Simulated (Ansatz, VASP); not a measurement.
Cs2Y: VASP beside Ansatz

```
CELL_PARAMETERS angstrom
7.54028 0.00000 0.00000
-3.77014 6.53007 0.00000
0.00000 0.00000 3.90887
ATOMIC_POSITIONS crystal
Cs 0.33333 0.66667 0.50000
Cs 0.66667 0.33333 0.50000
Y 0.00000 0.00000 0.00000
```

Alike in both runs: functional PBE; k mesh 6 × 6 × 12; occupations gaussian, width 0.1 eV; no spin polarisation.

Ansatz relaxed the structure, and its values are those at the end. VASP's run is a single point on that final structure, the one shown.

|  | VASP | Ansatz |
| --- | --- | --- |
| version | VASP 6.6.1 | Ansatz 0.2.0 |
| potentials or method | VASP PAW PBE potentials, release 64 (Cs_sv, Y_sv), cutoff 520 eV | scalar-relativistic, plane waves, PAW |
| valence electrons in the cell | 29 | 29 |

|  | VASP | Ansatz | Ansatz less VASP |
| --- | --- | --- | --- |
| gap on the k mesh at the Fermi level (eV) | none | none | - |
| pressure (GPa) | 0.0 | 0.0 | 0.00 |

A gap of «none» marks a metal or a gap that the smearing closes.

Neither program's run includes spin-orbit coupling.
